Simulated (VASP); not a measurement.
Here is a VASP 6.6.1 calculation.

File POSCAR:

```
MgO
1.0
    0.0000000000      2.1765847738      2.1765847738
    2.1765847738      0.0000000000      2.1765847738
    2.1765847738      2.1765847738      0.0000000000
Mg O
1 1
Direct
    0.0000000000      0.0000000000      0.0000000000
    0.5000000000      0.5000000000      0.5000000000
```

INCAR.step1

```
PREC = Accurate
ENCUT = 520
ISMEAR = 0
SIGMA = 0.01
LREAL = False
LASPH = True
NELM = 100
NBANDS = 11
GGA = PE
ALGO = Normal
EDIFF = 1E-4
LWAVE = True
LCHARG = False
```

The input INCAR.step2:

```
PREC = Accurate
ENCUT = 520
EDIFF = 1E-6
ISMEAR = 0
SIGMA = 0.01
LREAL = False
LASPH = True
NELM = 100
ALGO = Normal
ISIF = 2
LWAVE = False
LCHARG = True
METAGGA = R2SCAN
LMIXTAU = True
LELF = True
LVHAR = True
NBANDS = 11
ISTART = 1
```

The input KPOINTS:

```
regular mesh
0
Gamma
  10 10 10
```

Potentials or basis: VASP PAW PBE potentials, release 64 (Mg, O).

Run with:

```sh
$ cat potpaw_PBE.64/Mg/POTCAR potpaw_PBE.64/O/POTCAR > POTCAR
$ cp INCAR.step1 INCAR
$ mpirun -np 1 vasp_std > vasp.out
$ cp INCAR.step2 INCAR
$ mpirun -np 1 vasp_std > vasp.out
```

Q: Estimate the pressure.

A: -15.1 GPa.

Q: Predict the band gap on the k mesh.

A: 4.66 eV, direct.

Caveat: the cell differs from its parent crystal (strain +3.5%); the PAW data sets were made with another functional, which shifts forces and pressure a little.
